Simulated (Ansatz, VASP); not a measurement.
# ZnC3 in VASP and in Ansatz

```
Zn C
1.0
     4.51386    0.00000    0.00000
    -2.25693    3.90911    0.00000
     0.00000    0.00000    4.40545
Zn C
2 6
Cartesian
  0.0000 2.6061 1.1014
  2.2569 1.3030 3.3041
  2.2569 3.0190 1.1014
  -1.4861 3.4641 3.3041
  0.7708 0.4450 1.1014
  0.0000 0.8901 3.3041
  3.7430 0.4450 1.1014
  1.4861 3.4641 3.3041
```

Alike in both runs: functional PBE; k mesh 6 × 6 × 4; occupations gaussian, width 0.1 eV; no spin polarisation.

Ansatz relaxed the structure, and its values are those at the end. VASP's run is a single point on that final structure, the one shown.

|  | VASP | Ansatz |
| --- | --- | --- |
| version | VASP 6.6.1 | Ansatz 0.2.0 |
| potentials or method | VASP PAW PBE potentials, release 64 (Zn, C), cutoff 520 eV | scalar-relativistic, plane waves, PAW |
| valence electrons in the cell | 48 | 48 |

|  | VASP | Ansatz | Ansatz less VASP |
| --- | --- | --- | --- |
| gap on the k mesh at the Fermi level (eV) | none | none | - |
| pressure (GPa) | 0.7 | 0.1 | -0.63 |
| rms of the force components (eV/Å) | 0.040 | 0.007 | -0.0325 |

A gap of «none» marks a metal or a gap that the smearing closes.
